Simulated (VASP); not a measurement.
A run of VASP 6.6.1 is set up as follows.

INCAR

```
PREC = Accurate
ENCUT = 520
EDIFF = 1E-7
ISMEAR = -1
SIGMA = 0.05
LREAL = False
LASPH = True
NELM = 60
ALGO = Normal
ISIF = 2
LWAVE = False
LCHARG = False
GGA = PS
NBANDS = 64
```

Contents of KPOINTS:

```
Automatic mesh
0
Gamma
  5 5 5
```

The input POSCAR:

```
SnO2
1.0
    5.1125284133      0.0000000000      0.0000000000
    0.0000000000      5.1125284133      0.0000000000
    0.0000000000      0.0000000000      5.1125284133
Sn O
4 8
Direct
    0.0000000000      0.0000000000      0.0000000000
    0.5000000000      0.0000000000      0.5000000000
    0.5000000000      0.5000000000      0.0000000000
    0.0000000000      0.5000000000      0.5000000000
    0.6606632235      0.8393367765      0.1606632235
    0.8393367765      0.1606632235      0.6606632235
    0.1606632235      0.6606632235      0.8393367765
    0.3393367765      0.3393367765      0.3393367765
    0.6606632235      0.6606632235      0.6606632235
    0.8393367765      0.3393367765      0.1606632235
    0.1606632235      0.8393367765      0.3393367765
    0.3393367765      0.1606632235      0.8393367765
```

Potentials or basis: VASP PAW PBE potentials, release 64 (Sn_d, O).

Run with:

```console
$ cat potpaw_PBE.64/Sn_d/POTCAR potpaw_PBE.64/O/POTCAR > POTCAR
$ mpirun -np 1 vasp_std > vasp.out
```

Task: What does it give for the pressure?

Result: 0.6 GPa.

Task: What does it give for the band gap on the k mesh?

Result: 0.85 eV (least direct gap 0.92 eV).

Caveat: the PAW data sets were made with another functional, which shifts forces and pressure a little; spin-orbit coupling is left out, which moves the levels of the heavy elements; an odd mesh through Γ misses points on the zone boundary, where band edges can lie.
